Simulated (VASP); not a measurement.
Crystal: CaOs2.

```
Ca Os
1.0
     2.90352    0.00000    0.00000
     0.00000    2.90352    0.00000
     0.00000    0.00000    5.99068
Ca Os
1 2
Cartesian
  0.0000 0.0000 0.0000
  1.4518 1.4518 1.7673
  1.4518 1.4518 4.2234
```

The cell was built from a structure type or drawn by symmetry, and may not be a known phase.

```yaml
Program: VASP 6.6.1
Task: relaxation of cell and atoms
Functional: PBE
Potentials_or_basis: VASP PAW PBE potentials, release 64 (Ca_sv, Os)
Cutoff: 600 eV
k_mesh: 6 × 6 × 4
Occupations: gaussian, width 0.1 eV
Spin: no spin polarisation
```

At the start: pressure 19.8 GPa; volume 16.83 Å³/atom.

Problem. How do energy, volume and symmetry change on relaxing?

Solution. Over 15 steps the energy falls by 757.8 meV/atom and the volume is 18.36 Å³/atom (+9.1 %); space group P4/mmm (No. 123, to 0.1 Å) before and after.

Step by step:
```csv
step,energy change (eV),largest force (eV/Å),pressure (GPa),volume (Å³)
1,0.0000,5.7653,19.80,50.50
2,-1.0952,3.3098,-6.10,67.28
3,-1.5609,0.5128,-4.51,60.76
4,-1.5625,0.6838,-4.21,60.41
5,-1.9596,0.5880,-0.85,57.82
6,-2.1393,2.3489,7.82,54.19
7,-2.2057,1.4161,4.62,54.32
8,-2.2059,1.4409,4.73,54.31
9,-2.2464,0.9145,2.07,54.95
10,-2.2668,0.1703,-1.64,55.97
11,-2.2669,0.2277,-1.34,55.88
12,-2.2698,0.1783,-0.99,55.67
13,-2.2731,0.0686,-0.15,55.22
14,-2.2733,0.0320,0.13,55.07
15,-2.2734,0.0065,-0.05,55.09
```

Final structure:
```
CELL_PARAMETERS angstrom
2.76986 0.00000 0.00000
0.00000 2.76986 0.00000
0.00000 0.00000 7.18098
ATOMIC_POSITIONS crystal
Ca 0.00000 0.00000 0.00000
Os 0.50000 0.50000 0.34021
Os 0.50000 0.50000 0.65979
```

Caveat: the k points lie up to 0.38 Å⁻¹ apart in the final cell, too coarse for converged energies and pressures of a metal; a cell axis changed by over 15 % at a fixed basis, so the end point is rough.
